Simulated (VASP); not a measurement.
Wanted: the native input for a VASP 6.6.1 run.

| Item | Value |
| --- | --- |
| Task | single point |
| Functional | PBEsol |
| Potentials or basis | VASP PAW PBE potentials, release 64 (Hf_pv, N) |
| Cutoff | 520 eV |
| k mesh | 6 × 6 × 6 |
| Occupations | fermi-dirac, width 0.05 eV |
| Spin | no spin polarisation |
| Dipole correction | no |
| Further INCAR settings | ALGO = Normal; EDIFF = 1e-06; NBANDS = 14 |

The structure of HfN lies in POSCAR:

```
HfN
1.0
    0.0000000000      2.4548220000      2.4548220000
    2.4548220000      0.0000000000      2.4548220000
    2.4548220000      2.4548220000      0.0000000000
Hf N
1 1
Direct
    0.0000000000      0.0000000000      0.0000000000
    0.2500000000      0.2500000000      0.2500000000
```

These files were run (other wordings do the same):

INCAR

```
SYSTEM = HfN
  PREC = Accurate
  ENCUT = 520
  EDIFF = 1E-6
  ISMEAR = -1
  SIGMA = 0.05
  LREAL = .False.
  LASPH = .True.
  NELM = 60
  ALGO = Normal
  ISIF = 2
  LWAVE = .False.
  LCHARG = .False.
  GGA = PS
  NBANDS = 14
```

KPOINTS

```
regular mesh
0
Gamma
  6 6 6
  0 0 0
```

Potentials or basis: VASP PAW PBE potentials, release 64 (Hf_pv, N).

Launch:

```console
$ cat potpaw_PBE.64/Hf_pv/POTCAR potpaw_PBE.64/N/POTCAR > POTCAR
$ mpirun -np 1 vasp_std > vasp.out
```

It gave:

* Pressure: -6.1 GPa

Caveat: the k points lie up to 0.37 Å⁻¹ apart; the PAW data sets were made with another functional, which shifts forces and pressure a little.

Wall time 4.6 s on 1 thread of Intel(R) Xeon(R) 6975P-C (Granite Rapids) (shared host), peak memory 0.15 GiB.
